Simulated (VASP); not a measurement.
# Ca (I4/mmm) in VASP: single point with r2SCAN

Aim: the single point of Ca with r2SCAN.

Program: VASP 6.6.1. These are calculated values, not measurements. Logs are shortened: lines on timing, memory, paths and dates and some standing lists are left out, and cuts for length are marked.

## Step 1: The cell of the first run

It takes space group I4/mmm (No. 139, tetragonal). The conventional cell has a = 4.614 Å, b = 4.614 Å, c = 4.346 Å, α = 90.00°, β = 90.00°, γ = 90.00°. Ca (site symmetry 4/mmm) has 14 Ca at 3.92 to 4.61 Å within 5.1 Å.

## Step 2: Single point, r2SCAN (strain +0.030 along x and y, -0.030 along z)

The input, POSCAR:

```
Ca
1.0
   -2.3072000000      2.3072000000      2.1728000000
    2.3072000000     -2.3072000000      2.1728000000
    2.3072000000      2.3072000000     -2.1728000000
Ca
1
Direct
    0.0000000000      0.0000000000      0.0000000000
```

The input, INCAR.step1:

```
SYSTEM = Ca
PREC = Accurate
ENCUT = 520
ISMEAR = 0
SIGMA = 0.15
LREAL = .FALSE.
LASPH = .TRUE.
NELM = 80
NBANDS = 11
GGA = PE
ALGO = Normal
EDIFF = 1E-4
LWAVE = .TRUE.
LCHARG = .FALSE.
```

The input, INCAR.step2:

```
SYSTEM = Ca
PREC = Accurate
ENCUT = 520
EDIFF = 1E-7
ISMEAR = 0
SIGMA = 0.15
LREAL = .FALSE.
LASPH = .TRUE.
NELM = 80
ALGO = Normal
ISIF = 2
LWAVE = .FALSE.
LCHARG = .TRUE.
METAGGA = R2SCAN
LMIXTAU = .TRUE.
LELF = .TRUE.
LVHAR = .TRUE.
NBANDS = 11
ISTART = 1
```

The input, KPOINTS:

```
regular mesh
0
G
  16 16 16
  0 0 0
```

Potentials or basis: VASP PAW PBE potentials, release 64 (Ca_sv).

On the command line:

```sh
> cat potpaw_PBE.64/Ca_sv/POTCAR > POTCAR
> cp INCAR.step1 INCAR
> mpirun -np 1 vasp_std > vasp.out
> cp INCAR.step2 INCAR
> mpirun -np 1 vasp_std > vasp.out
```

OUTCAR:

```text
SYSTEM = Ca
   PREC = Accurate
   ENCUT = 520
   EDIFF = 1E-7
   ISMEAR = 0
   LREAL = .FALSE.
   LASPH = .TRUE.
   NELM = 80
   ISIF = 2
   METAGGA = R2SCAN
   ISTART = 1

 ion  position               nearest neighbor table
   1  0.000  0.000  0.000-

  LATTYP: Found a body centered tetragonal cell.
 ALAT       =     4.6144000000
 C/A-ratio  =     0.9417475728

  Lattice vectors:

 A1 = (  -2.3072000000,   2.3072000000,   2.1728000000)
 A2 = (   2.3072000000,  -2.3072000000,   2.1728000000)
 A3 = (   2.3072000000,   2.3072000000,  -2.1728000000)

Analysis of symmetry for initial positions (statically):
=====================================================================
 Subroutine PRICEL returns:
 Original cell was already a primitive cell.

 Routine SETGRP: Setting up the symmetry group for a
 body centered tetragonal supercell.

 Subroutine GETGRP returns: Found 16 space group operations
 (whereof 16 operations were pure point group operations)
 out of a pool of 16 trial point group operations.

The static configuration has the point symmetry D_4h.

Analysis of symmetry for dynamics (positions and initial velocities):
=====================================================================
 Subroutine PRICEL returns:
 Original cell was already a primitive cell.

 Routine SETGRP: Setting up the symmetry group for a
 body centered tetragonal supercell.

 Subroutine GETGRP returns: Found 16 space group operations
 (whereof 16 operations were pure point group operations)
 out of a pool of 16 trial point group operations.

The dynamic configuration has the point symmetry D_4h.

 Subroutine INISYM returns: Found 16 space group operations
 (whereof 16 operations are pure point group operations),
 and found     1 'primitive' translations

----------------------------------------------------------------------------------------

                                     Primitive cell

  volume of cell :      46.2648

  direct lattice vectors                    reciprocal lattice vectors
    -2.307200000  2.307200000  2.172800000     0.000000000  0.216712899  0.230117820
     2.307200000 -2.307200000  2.172800000     0.216712899  0.000000000  0.230117820
     2.307200000  2.307200000 -2.172800000     0.216712899  0.216712899  0.000000000

  length of vectors
     3.920127998  3.920127998  3.920127998     0.316099180  0.316099180  0.306478321

  position of ions in fractional coordinates (direct lattice)
     0.000000000  0.000000000  0.000000000

  ion indices of the primitive-cell ions
   primitive index   ion index
                 1           1

----------------------------------------------------------------------------------------

 KPOINTS: regular mesh

Automatic generation of k-mesh.
 Grid dimensions read from file:
 generate k-points for:   16   16   16

 Generating k-lattice:

  Cartesian coordinates                     Fractional coordinates (reciprocal lattice)
     0.000000000  0.013544556  0.014382364     0.062500000 -0.000000000  0.000000000
     0.013544556  0.000000000  0.014382364    -0.000000000  0.062500000  0.000000000
     0.013544556  0.013544556  0.000000000     0.000000000  0.000000000  0.062500000

  Length of vectors
     0.019756199  0.019756199  0.019154895

  Shift w.r.t. Gamma in fractional coordinates (k-lattice)
     0.000000000  0.000000000  0.000000000

 Subroutine IBZKPT returns following result:
 ===========================================

 Found    349 irreducible k-points:

 Following reciprocal coordinates:
            Coordinates               Weight
  0.000000  0.000000  0.000000      1.000000
  0.062500  0.000000  0.000000      8.000000
  0.125000  0.000000  0.000000      8.000000
  0.187500  0.000000  0.000000      8.000000
  0.250000  0.000000  0.000000      8.000000
  0.312500  0.000000 -0.000000      8.000000
[... 16 lines left out ...]
 -0.125000  0.062500  0.000000     16.000000
 -0.062500  0.062500  0.000000      4.000000
 [... further k-points ...]
   k-points           NKPTS =    349   k-points in BZ     NKDIM =    349   number of bands    NBANDS=     11
   number of dos      NEDOS =    301   number of ions     NIONS =      1
   total plane-waves  NPLWV =  27000
   dimension x,y,z NGX =    30 NGY =   30 NGZ =   30
   dimension x,y,z NGXF=    60 NGYF=   60 NGZF=   60
   ions per type =               1
   NGX,Y,Z   is equivalent  to a cutoff of  12.72, 12.72, 12.72 a.u.
   NGXF,Y,Z  is equivalent  to a cutoff of  25.44, 25.44, 25.44 a.u.
 SYSTEM =  Ca
   PREC   = accura    normal or accurate (medium, high low for compatibility)
   ISTART =      1    job   : 0-new  1-cont  2-samecut
   ICHARG =      0    charge: 1-file 2-atom 10-const
   ISPIN  =      1    spin polarized calculation?
   LNONCOLLINEAR =      F non collinear calculations
   LSORBIT =      F    spin-orbit coupling
   LASPH  =      T    aspherical Exc in radial PAW
   ENCUT  =  520.0 eV  38.22 Ry    6.18 a.u.   7.29  7.29  7.29*2*pi/ulx,y,z
   NELM   =     80;   NELMIN=  2; NELMDL=  0     # of ELM steps
   EDIFF  = 0.1E-06   stopping-criterion for ELM
   LREAL  =      F    real-space projection
   EDIFFG = 0.1E-05   stopping-criterion for IOM
   NSW    =      0    number of steps for IOM
   IBRION =     -1    ionic relax: 0-MD 1-quasi-New 2-CG
   NFREE  =      0    steps in history (QN), initial steepest desc. (CG)
   ISIF   =      2    stress and relaxation
   ISYM   =      2    0-nonsym 1-usesym 2-fastsym
   POTIM  = 0.5000    time-step for ionic-motion
   TEBEG  =    0.0;   TEEND  =   0.0 temperature during run
   PSTRESS=    0.0 pullay stress
   NELECT =      10.0000    total number of electrons
   NUPDOWN=      -1.0000    fix difference up-down
   EMIN   =  10.00;   EMAX   =-10.00  energy-range for DOS
   EFERMI =   0.00;   METHOD = LEGACY
   ISMEAR =     0;   SIGMA  =   0.15  broadening in eV -4-tet -1-fermi 0-gaus
   EFERMI_NEDOS =   21; number of points for ismear=-14 and -15
   IALGO  =     38    algorithm
   IMIX   =      4    mixing-type and parameters
     AMIX     =   0.40;   BMIX     =  1.00
     AMIX_MAG =   1.60;   BMIX_MAG =  1.00
  volume/ion in A,a.u.               =      46.26       312.21
  Fermi-wavevector in a.u.,A,eV,Ry     =   0.982482  1.856622 13.133317  0.965272
  Thomas-Fermi vector in A             =   2.113568
   LORBIT       =      0    0 simple, 1 ext, 2 COOP (PROOUT), +10 PAW based schemes
   METAGGA = R2SCAN    functional components
   LHFCALC =     F    Hartree Fock is set to
   AEXX    =    0.0000 exact exchange contribution
   IVDW    =     0    specifies the selected vdW correction
   LEPSILON=     F    determine dielectric tensor
   LRPA    =     F    only Hartree local field effects (RPA)
 non-spin polarized calculation
 Gauss-broadening in eV      SIGMA  =   0.15
  energy-cutoff  :      520.00
  volume of cell :       46.26
 maximum number of plane-waves:      1261
 NGX is ok and might be reduce to    30
   NGX = 15   NGY = 15   NGZ = 15

 number of electron      10.0000001 magnetization

 Free energy of the ion-electron system (eV)
  ---------------------------------------------------
  ext. energy  EPLUGINS =         0.00000000
  ---------------------------------------------------
  free energy    TOTEN  =        -7.01516311 eV

  energy without entropy =       -7.00030112  energy(sigma->0) =       -7.00773211

 E-fermi :   1.6911     XC(G=0):  -7.9226

 val. band max:        1.6807451456   @ k =  -0.3750  -0.3750   0.2500
 cond. band min:       1.6914449430   @ k =  -0.3125  -0.4375   0.1875
 fundamental gap:      0.0106997974
 Fermi energy:         1.6911366629

 k-point     1 :       0.0000    0.0000    0.0000
  band No.  band energies     occupation
      1     -42.3678      2.00000
      2     -22.4055      2.00000
      3     -22.4008      2.00000
      4     -22.4008      2.00000
      5      -2.4696      2.00000
      6       4.0457      0.00000
      7       4.3214      0.00000
      8       4.3214      0.00000
      9       5.0430      0.00000
     10       5.3723      0.00000
     11      11.7824      0.00000

 k-point     2 :       0.0625    0.0000    0.0000
  band No.  band energies     occupation
      1     -42.3673      2.00000
      2     -22.4085      2.00000
      3     -22.4022      2.00000
      4     -22.4021      2.00000
      5      -2.3984      2.00000
      6       4.0438      0.00000
      7       4.2897      0.00000
      8       4.3247      0.00000
      9       5.0373      0.00000
     10       5.3306      0.00000
     11      11.7590      0.00000

 k-point     3 :       0.1250    0.0000    0.0000
  band No.  band energies     occupation
      1     -42.3662      2.00000
      2     -22.4194      2.00000
      3     -22.4063      2.00000
      4     -22.4030      2.00000
      5      -2.1872      2.00000
      6       3.9708      0.00000
      7       4.1586      0.00000
      8       4.4128      0.00000
      9       5.0327      0.00000
     10       5.2559      0.00000
     11      11.5263      0.00000

 k-point     4 :       0.1875    0.0000    0.0000
  band No.  band energies     occupation
      1     -42.3645      2.00000
      2     -22.4365      2.00000
      3     -22.4123      2.00000
      4     -22.4036      2.00000
      5      -1.8430      2.00000
      6       3.8077      0.00000
      7       3.8787      0.00000
      8       4.6306      0.00000
      9       5.0641      0.00000
     10       5.2209      0.00000
     11      10.6717      0.00000
[... 239 lines left out ...]
 k-point    22 :      -0.1875    0.0625    0.0000
  band No.  band energies     occupation
      1     -42.3652      2.00000
      2     -22.4289      2.00000
      3     -22.4094      2.00000
      4     -22.4040      2.00000
      5      -1.9920      2.00000
      6       3.8435      0.00000
      7       4.0319      0.00000
      8       4.5776      0.00000
      9       4.9304      0.00000
     10       5.3107      0.00000
     11      11.1180      0.00000

 k-point    23 :      -0.1250    0.0625    0.0000
  band No.  band energies     occupation
      1     -42.3666      2.00000
      2     -22.4145      2.00000
      3     -22.4063      2.00000
      4     -22.4021      2.00000
      5      -2.2658      2.00000
      6       3.9730      0.00000
      7       4.2156      0.00000
      8       4.4326      0.00000
      9       4.9427      0.00000
     10       5.3382      0.00000
     11      11.4272      0.00000

 k-point    24 :      -0.0625    0.0625    0.0000
  band No.  band energies     occupation
      1     -42.3674      2.00000
      2     -22.4067      2.00000
      3     -22.4049      2.00000
      4     -22.4007      2.00000
      5      -2.4028      2.00000
      6       4.0224      0.00000
      7       4.2844      0.00000
      8       4.3701      0.00000
      9       4.9904      0.00000
     10       5.3658      0.00000
     11      11.6266      0.00000

 [... further k-points ...]

------------------------ aborting loop because EDIFF is reached ----------------------------------------

  FORCE on cell =-STRESS in cart. coord.  units (eV):
  Direction    XX          YY          ZZ          XY          YZ          ZX
  --------------------------------------------------------------------------------------
  -------------------------------------------------------------------------------------
  Total       -0.3172005     -0.3172005     -0.2596997      0.0000000     -0.0000000      0.0000000
  in kB      -10.9848535    -10.9848535     -8.9935621      0.0000000     -0.0000000      0.0000000
  external PRESSURE =     -10.3210897 kB  Pullay stress =       0.0000000 kB

 VOLUME and BASIS-vectors are now :
 -----------------------------------------------------------------------------
  energy-cutoff  :      520.00
  volume of cell :       46.26
      direct lattice vectors                 reciprocal lattice vectors
    -2.307200000  2.307200000  2.172800000     0.000000000  0.216712899  0.230117820
     2.307200000 -2.307200000  2.172800000     0.216712899  0.000000000  0.230117820
     2.307200000  2.307200000 -2.172800000     0.216712899  0.216712899  0.000000000

 POSITION                                       TOTAL-FORCE (eV/Angst)
 -----------------------------------------------------------------------------------
      0.00000      0.00000      0.00000         0.000000      0.000000     -0.000000
 -----------------------------------------------------------------------------------
    total drift:                               -0.000000     -0.000000      0.000000

  FREE ENERGIE OF THE ION-ELECTRON SYSTEM (eV)
  ---------------------------------------------------
  free  energy   TOTEN  =        -7.0151631054 eV

  energy  without entropy=       -7.0003011224  energy(sigma->0) =       -7.00773211
```

Wall time 13 min (1 thread of Intel Xeon Platinum 8259CL at 2.50GHz (Skylake/Cascade Lake), shared host); peak memory 0.3 GiB.

What came out:

```yaml
Free_energy: -7.0152 eV
Pressure: -1.0 GPa
Band_gap_on_the_k_mesh: zero (bands 5 and 6 overlap by 0.70 eV)
```

Stress tensor (GPa, compression positive):
```
-1.10  0.00  0.00
 0.00 -1.10  0.00
 0.00  0.00 -0.90
```

Caveat: the cell differs from its parent crystal (strain +0.030 along x and y, -0.030 along z); the PAW data sets were made with another functional, which shifts forces and pressure a little.
